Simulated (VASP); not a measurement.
# BN (F-43m) in VASP: further runs, part 2 of 2

VASP 6.6.1.

### Step 4. Relaxation of cell and atoms, LDA

INCAR reads:

```
SYSTEM = BN
PREC = Accurate ; ENCUT = 600
EDIFF = 1E-7 ; ISMEAR = 0
SIGMA = 0.02 ; LREAL = .FALSE.
LASPH = .TRUE. ; NELM = 120
ALGO = Normal ; ISIF = 3
LWAVE = .FALSE. ; LCHARG = .FALSE.
GGA = CA ; IBRION = 2
NSW = 100 ; EDIFFG = -0.002
GGA_COMPAT = .FALSE. ; NELMIN = 4
```

KPOINTS reads:

```
regular mesh
0
G
  12 12 12
  0 0 0
```

POSCAR reads:

```
BN
1.0
    0.0000000000      1.7900533639      1.7900533639
    1.7900533639      0.0000000000      1.7900533639
    1.7900533639      1.7900533639      0.0000000000
B N
1 1
Direct
    0.0000000000      0.0000000000      0.0000000000
    0.2500000000      0.2500000000      0.2500000000
```

Potentials or basis: VASP PAW LDA potentials, release 64 (B, N).

Run with:

```
$ cat potpaw_LDA.64/B/POTCAR potpaw_LDA.64/N/POTCAR > POTCAR
$ mpirun -np 1 vasp_std > vasp.out
```

OUTCAR:

```text
SYSTEM = BN
   PREC = Accurate
   ENCUT = 600
   EDIFF = 1E-7
   ISMEAR = 0
   LREAL = .FALSE.
   LASPH = .TRUE.
   NELM = 120
   ISIF = 3
   GGA = CA
   IBRION = 2
   NSW = 100
   EDIFFG = -0.002
   NELMIN = 4

 ion  position               nearest neighbor table
   1  0.000  0.000  0.000-   2 1.55   2 1.55   2 1.55   2 1.55
   2  0.250  0.250  0.250-   1 1.55   1 1.55   1 1.55   1 1.55

  LATTYP: Found a face centered cubic cell.
 ALAT       =     3.5801067278

  Lattice vectors:

 A1 = (   0.0000000000,   1.7900533639,   1.7900533639)
 A2 = (   1.7900533639,   0.0000000000,   1.7900533639)
 A3 = (   1.7900533639,   1.7900533639,   0.0000000000)

Analysis of symmetry for initial positions (statically):
=====================================================================
 Subroutine PRICEL returns:
 Original cell was already a primitive cell.

 Routine SETGRP: Setting up the symmetry group for a
 face centered cubic supercell.

 Subroutine GETGRP returns: Found 24 space group operations
 (whereof 24 operations were pure point group operations)
 out of a pool of 48 trial point group operations.

The static configuration has the point symmetry T_d .

[... 169 lines left out ...]
  Total        0.0632050      0.0632050      0.0632050      0.0000000     -0.0000000     -0.0000000
  in kB        8.8274285      8.8274285      8.8274285      0.0000000     -0.0000000     -0.0000000
  external PRESSURE =       8.8274285 kB  Pullay stress =       0.0000000 kB
[... 59 lines left out ...]
--------------------------------------- Ionic step        3  -------------------------------------------

 number of electron       7.9999999 magnetization

 Free energy of the ion-electron system (eV)
  ---------------------------------------------------
  ext. energy  EPLUGINS =         0.00000000
  ---------------------------------------------------
  free energy    TOTEN  =       -19.41631869 eV

  energy without entropy =      -19.41631869  energy(sigma->0) =      -19.41631869

 E-fermi :   7.8748     XC(G=0): -13.2346

 val. band max:        7.7286542911   @ k =   0.0000   0.0000   0.0000
 cond. band min:      12.1038082912   @ k =   0.5000   0.5000   0.0000
 fundamental gap:      4.3751540001
 Fermi energy:         7.8747502869

 k-point     1 :       0.0000    0.0000    0.0000
  band No.  band energies     occupation
      1     -12.6485      2.00000
      2       7.7287      2.00000
      3       7.7287      2.00000
      4       7.7287      2.00000
      5      16.5389      0.00000
      6      16.5389      0.00000
      7      16.5389      0.00000
      8      18.6092      0.00000
[... 243 lines left out ...]
 k-point    24 :      -0.4167    0.1667    0.0000
  band No.  band energies     occupation
      1      -7.8629      2.00000
      2      -2.5206      2.00000
      3       3.5227      2.00000
      4       5.0788      2.00000
      5      17.0489      0.00000
      6      20.0274      0.00000
      7      20.2486      0.00000
      8      23.5990      0.00000

 [... further k-points ...]

------------------------ aborting loop because EDIFF is reached ----------------------------------------

  FORCE on cell =-STRESS in cart. coord.  units (eV):
  Direction    XX          YY          ZZ          XY          YZ          ZX
  --------------------------------------------------------------------------------------
  -------------------------------------------------------------------------------------
  Total        0.0001490      0.0001490      0.0001490      0.0000000      0.0000000      0.0000000
  in kB        0.0207598      0.0207598      0.0207598      0.0000000      0.0000000      0.0000000
  external PRESSURE =       0.0207598 kB  Pullay stress =       0.0000000 kB
[... 17 lines left out ...]
  FREE ENERGIE OF THE ION-ELECTRON SYSTEM (eV)
  ---------------------------------------------------
  free  energy   TOTEN  =       -19.4163186857 eV

  energy  without entropy=      -19.4163186857  energy(sigma->0) =      -19.41631869

 reached required accuracy - stopping structural energy minimisation
```

CONTCAR:

```text
BN
   1.00000000000000
    -0.0000000000000000    1.7913587714133725    1.7913587714133725
     1.7913587714133725   -0.0000000000000000    1.7913587714133725
     1.7913587714133725    1.7913587714133725   -0.0000000000000000
  B               N
     1     1
Direct
     0.0000000000000000    0.0000000000000000    0.0000000000000000
     0.2500000000000000    0.2500000000000000    0.2500000000000000

  0.00000000E+00  0.00000000E+00  0.00000000E+00
  0.00000000E+00  0.00000000E+00  0.00000000E+00
```

It took 10 s on 1 thread of Intel Xeon 6975P-C (Granite Rapids), shared host; peak memory 0.11 GiB.

What came out:

```yaml
Free_energy: -19.4163 eV
Relaxed_volume: 5.75 Å³/atom
Relaxed_cell: a = 2.533 Å, b = 2.533 Å, c = 2.533 Å, α = 60.00°, β = 60.00°, γ = 60.00°
Space_group_after_relaxing_to_0.1_Å: F-43m (No. 216)
Energy_gained_by_relaxing: 0.0 meV/atom
Ionic_steps: 3
Pressure_after_relaxing: 0.0 GPa
Band_gap_on_the_k_mesh: 4.38 eV (least direct gap 8.81 eV)
```

Final structure:
```
B N
1.0
     0.00000    1.79136    1.79136
     1.79136    0.00000    1.79136
     1.79136    1.79136    0.00000
B N
1 1
Direct
  0.00000 0.00000 0.00000
  0.25000 0.25000 0.25000
```

Levels at points of the mesh, in eV from the valence-band top:
| k point | band 1 | band 2 | band 3 | band 4 | band 5 | band 6 | band 7 | band 8 |
| --- | --- | --- | --- | --- | --- | --- | --- | --- |
| (0.00, 0.00, 0.00) | -20.38 | 0.00 | 0.00 | 0.00 | 8.81 | 8.81 | 8.81 | 10.88 |
| (0.50, 0.00, 0.00) | -15.97 | -10.96 | -2.00 | -2.00 | 10.56 | 10.71 | 10.71 | 15.29 |
| (0.50, 0.50, 0.00) | -14.55 | -9.06 | -5.06 | -5.06 | 4.38 | 9.30 | 18.11 | 18.11 |

A k mesh can miss the band edges.

### Step 5. The runs side by side

| task | cell | k mesh | smearing | gap on the mesh (eV) | pressure (GPa) | relaxed volume (Å³/atom) |
| --- | --- | --- | --- | --- | --- | --- |
| single point | a = 2.531 Å, angles 60.0°, 2 atoms | 12 × 12 × 12 | gaussian 0.02 eV | 4.38 | 1.0 | - |
| relaxation of cell and atoms | relaxed from a = 2.553 Å, angles 60.0°, 2 atoms | 10 × 10 × 10 | gaussian 0.1 eV | 4.38 | 0.0 | 5.75 |
| relaxation of cell and atoms | relaxed from a = 2.532 Å, angles 60.0°, 2 atoms | 12 × 12 × 12 | gaussian 0.02 eV | 4.38 | 0.0 | 5.75 |

Alike in all rows: level LDA; potentials or basis VASP PAW LDA potentials, release 64 (B, N); no spin polarisation; cutoff (eV) 600.

Total energies depend on the potentials used, so only differences within one code and one set of settings carry meaning.
